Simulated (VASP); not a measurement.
# Si6Ge: single point with PBEsol

The system is Si6Ge.

```
Si Ge
1.0
     5.94357    0.00000    0.00046
     0.00000    7.72899    0.00000
    -2.92291    0.00000    5.93854
Si Ge
12 2
Direct
  0.41481 0.75092 0.40833
  0.41481 0.24908 0.40833
  0.97991 0.75183 0.37792
  0.97991 0.24817 0.37792
  0.53515 0.74931 0.11026
  0.53515 0.25069 0.11026
  0.61285 0.00000 0.62370
  0.61455 0.50000 0.62101
  0.00951 0.50000 0.59986
  0.01054 0.00000 0.59864
  0.43439 0.50000 0.88117
  0.43305 0.00000 0.88573
  0.01596 0.82744 0.00733
  0.01596 0.17256 0.00733
```

```
Program             : VASP 6.6.1
Task                : single point
Functional          : PBEsol
Potentials or basis : VASP PAW PBE potentials, release 64 (Si, Ge_d)
Cutoff              : 520 eV
k mesh              : 6 × 4 × 6
Occupations         : gaussian, width 0.1 eV
Spin                : no spin polarisation
```

```yaml
Pressure: -2.1 GPa
Largest_force: 0.068 eV/Å
Band_gap_on_the_k_mesh: zero (bands 38 and 39 overlap by 1.21 eV)
```

Forces in eV/Å, atoms in the order of the input:
```
Si  -0.028  0.012 -0.015
Si  -0.028 -0.012 -0.015
Si   0.019  0.009 -0.021
Si   0.019 -0.009 -0.021
Si  -0.003  0.013 -0.005
Si  -0.003 -0.013 -0.005
Si   0.027  0.000  0.033
Si   0.006  0.000  0.003
Si  -0.001  0.000  0.003
Si  -0.024  0.000  0.038
Si   0.004  0.000 -0.011
Si  -0.003  0.000  0.004
Ge   0.008  0.067  0.006
Ge   0.008 -0.067  0.006
```

Stress tensor (GPa, compression positive):
```
-2.22  0.00 -0.01
 0.00 -1.93  0.00
-0.01  0.00 -2.08
```

Levels at points of the mesh, in eV from the Fermi level:
| k point | band 35 | band 36 | band 37 | band 38 | band 39 | band 40 | band 41 | band 42 |
| --- | --- | --- | --- | --- | --- | --- | --- | --- |
| (0.00, 0.00, 0.00) | -1.09 | -0.94 | -0.81 | 0.04 | 0.66 | 1.24 | 1.39 | 1.41 |
| (0.50, 0.00, 0.00) | -1.88 | -1.34 | -1.25 | -1.12 | -0.43 | 0.36 | 0.63 | 0.73 |
| (0.00, 0.50, 0.00) | -1.92 | -1.74 | -1.31 | 0.36 | 0.77 | 1.07 | 1.52 | 2.07 |
| (0.50, 0.50, 0.00) | -1.52 | -1.47 | -1.41 | -0.48 | -0.34 | 0.19 | 0.53 | 1.51 |
| (0.00, 0.00, 0.50) | -1.96 | -0.94 | -0.93 | -0.50 | -0.14 | 0.34 | 0.39 | 0.46 |
| (0.50, 0.00, 0.50) | -1.82 | -1.41 | -1.25 | -1.15 | -0.54 | 0.50 | 0.54 | 0.88 |
| (0.00, 0.50, 0.50) | -2.40 | -2.15 | -1.18 | -0.03 | 0.79 | 0.94 | 1.49 | 1.57 |
| (0.50, 0.50, 0.50) | -1.48 | -1.42 | -1.28 | -0.47 | -0.45 | 0.25 | 0.62 | 1.52 |

Wall time 9.2 min on 1 thread of Intel(R) Xeon(R) Platinum 8488C (Sapphire Rapids), with other jobs on the host, peak memory 0.76 GiB.

Caveat: the PAW data sets were made with another functional, which shifts forces and pressure a little.
